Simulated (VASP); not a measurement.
Input of a VASP 6.6.1 run:

File INCAR:

```
PREC     = Accurate       # precision mode
ENCUT    = 520            # plane-wave cutoff, eV
EDIFF    = 1E-6           # SCF threshold, eV
ISMEAR   = 0              # smearing method
SIGMA    = 0.1            # smearing width, eV
LREAL    = False          # projectors in reciprocal space
LASPH    = True           # aspherical terms in the spheres
NELM     = 100            # most SCF steps
ALGO     = Normal         # electronic algorithm
ISIF     = 2              # what is computed and relaxed
LWAVE    = False          # write WAVECAR
LCHARG   = False          # write CHGCAR
LDIPOL   = True         
IDIPOL   = 3            
DIPOL    = 0.5 0.5 0.500
GGA      = PS             # functional
NBANDS   = 30             # bands
```

KPOINTS

```
regular mesh
0
Gamma
  10 7 1
```

The input POSCAR:

```
Sb
1.0
    3.3151761835      0.0000000000      0.0000000000
    0.0000000000      5.4956168484      0.0000000000
    0.0000000000      0.0000000000     24.5700893097
Sb
8
Direct
    0.0000000000      0.7500000000      0.3052491957
    0.5000000000      0.2500000000      0.3441993566
    0.5000000000      0.7500000000      0.4220996783
    0.0000000000      0.2500000000      0.4610498391
    0.0000000000      0.7500000000      0.5389501609
    0.5000000000      0.2500000000      0.5779003217
    0.5000000000      0.7500000000      0.6558006434
    0.0000000000      0.2500000000      0.6947508043
```

Potentials or basis: VASP PAW PBE potentials, release 64 (Sb).

Command:

```sh
$ cat potpaw_PBE.64/Sb/POTCAR > POTCAR
$ mpirun -np 1 vasp_std > vasp.out
```

(1) What does it give for the band gap on the k mesh?

(2) What does it give for the largest force?

Answers

(1) zero (band 20 reaches 3.69 eV, above the bottom of band 21 at 0.79 eV).

(2) 0.553 eV/Å.

Caveat: the PAW data sets were made with another functional, which shifts forces and pressure a little; spin-orbit coupling is left out, which moves the levels of the heavy elements.
